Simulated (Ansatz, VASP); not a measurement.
**SiN in VASP and in Ansatz**

```xyz
2
Lattice="0.0000 2.1329 2.1329 2.1329 0.0000 2.1329 2.1329 2.1329 0.0000" Properties=species:S:1:pos:R:3 pbc="T T T"
Si    2.1329    2.1329    2.1329
N     0.0000    0.0000    0.0000
```

Change from the starting cell: species swapped into the SmAs type (Fm-3m, No. 225).

Alike in both runs: functional PBE; k mesh 7 × 7 × 7; occupations gaussian, width 0.2 eV; no spin polarisation.

Ansatz relaxed the structure, and its values are those at the end. VASP's run is a single point on that final structure, the one shown.

|  | VASP | Ansatz |
| --- | --- | --- |
| version | VASP 6.6.1 | Ansatz 0.2.0 |
| potentials or method | VASP PAW PBE potentials, release 64 (Si, N), cutoff 600 eV | scalar-relativistic, plane waves, PAW |
| valence electrons in the cell | 9 | 9 |

```csv
,VASP,Ansatz,Ansatz less VASP
gap on the k mesh at the Fermi level (eV),none,none,-
pressure (GPa),-0.8,-0.7,+0.13
```

A gap of «none» marks a metal or a gap that the smearing closes.

The k mesh is coarse, so the values compare programs but aren't converged.
